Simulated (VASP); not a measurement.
Wanted: the native input for a VASP 6.6.1 run.

```
Task                   : single point
Functional             : PBE
Potentials or basis    : VASP PAW PBE potentials, release 64 (Be, Zn, O)
Cutoff                 : 520 eV
k mesh                 : 6 × 6 × 6
Occupations            : gaussian, width 0.02 eV
Spin                   : no spin polarisation
Dipole correction      : no
Further INCAR settings : LREAL = Auto; ALGO = Normal; EDIFF = 1e-07; NBANDS = 81
```

The structure of BeZn7O8 lies in POSCAR:

```
BeZn7O8
1.0
    3.2005070572     -0.0153833302      5.1893399922
    3.2005070572      0.0153833302     -5.1893399922
   -3.2005070572      5.5554634386     -0.0166175802
Be Zn O
1 7 8
Direct
    0.1685942357      0.1628450126      0.3314392483
    0.1642852222      0.1630454341      0.8357061431
    0.6656349709      0.6672130406      0.3328480115
    0.6726607091      0.6714209209      0.8357061431
    0.0911199983      0.5865758217      0.1738756660
    0.5872998443      0.0827556677      0.1738756660
    0.0921827231      0.5684703063      0.6606530293
    0.5696477062      0.0895251345      0.6591728407
    0.3297715858      0.9974539163      0.3272255021
    0.8551701812      0.4792231773      0.3343933585
    0.3550327335      0.9696719021      0.8356476670
    0.8659757649      0.4806149335      0.8356476670
    0.2615781405      0.3689720065      0.1855242835
    0.2689768634      0.3605945234      0.6295713868
    0.8165522770      0.9239461431      0.1855242835
    0.7635170444      0.8996720594      0.6631891038
```

These files were run (other wordings do the same):

INCAR

```
PREC = Accurate
ENCUT = 520
EDIFF = 1E-7
ISMEAR = 0
SIGMA = 0.02
LREAL = Auto
LASPH = True
NELM = 60
ALGO = Normal
ISIF = 2
LWAVE = False
LCHARG = False
GGA = PE
NBANDS = 81
```

KPOINTS

```
Automatic mesh
0
Gamma
  6 6 6
```

Potentials or basis: VASP PAW PBE potentials, release 64 (Be, Zn, O).

Run with:

```console
$ cat potpaw_PBE.64/Be/POTCAR potpaw_PBE.64/Zn/POTCAR potpaw_PBE.64/O/POTCAR > POTCAR
$ mpirun -np 1 vasp_std > vasp.out
```

It gave:

```json
{"Pressure": "0.9 GPa", "Largest force": "0.043 eV/Å", "Band gap on the k mesh": "1.09 eV"}
```

Run time: 68 min on 1 thread of Oxide Virtual Turin-like Processor, with other jobs on the host, peak memory 0.69 GiB.
